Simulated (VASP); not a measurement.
K4CuPb, 6 atoms in the cell. The structure is cubic, space group F-43m (No. 216). Conventional cell: a = 8.817 Å, b = 8.817 Å, c = 8.817 Å, α = 90.00°, β = 90.00°, γ = 90.00°. Within 4.1 Å of K (site symmetry 3m) lie 6 K at 3.10 to 3.14 Å and 3 Pb at 3.65 Å and 3 Cu at 3.66 Å. Within 4.8 Å of Cu (site symmetry -43m) lie 12 K at 3.66 Å and 4 Pb at 3.82 Å. Pb (site symmetry -43m) has 12 K at 3.65 Å and 4 Cu at 3.82 Å within 4.8 Å. The cell was generated, and may not be a known phase.

| Quantity | Value |
| --- | --- |
| Program | VASP 6.6.1 |
| Task | single point |
| Functional | PBE |
| Potentials or basis | VASP PAW PBE potentials, release 64 (K_sv, Cu, Pb_d) |
| Cutoff | 520 eV |
| k mesh | 4 × 4 × 4 |
| Occupations | gaussian, width 0.1 eV |
| Spin | no spin polarisation |
| Dipole correction | no |
| Further INCAR settings | ALGO = Normal; EDIFF = 1e-06; NBANDS = 40 |

Potentials or basis: VASP PAW PBE potentials, release 64 (K_sv, Cu, Pb_d).

The run is started by

```console
$ cat potpaw_PBE.64/K_sv/POTCAR potpaw_PBE.64/Cu/POTCAR potpaw_PBE.64/Pb_d/POTCAR > POTCAR
$ mpirun -np 1 vasp_std > vasp.out
```

Hardware: 1 thread of Intel(R) Xeon(R) 6975P-C (Granite Rapids) (shared host).

Q: Estimate the wall time of this run.

A: Wall time 48 s on 1 thread of Intel(R) Xeon(R) 6975P-C (Granite Rapids) (shared host), peak memory 0.33 GiB. Counts: scf iterations 16, k points 8.
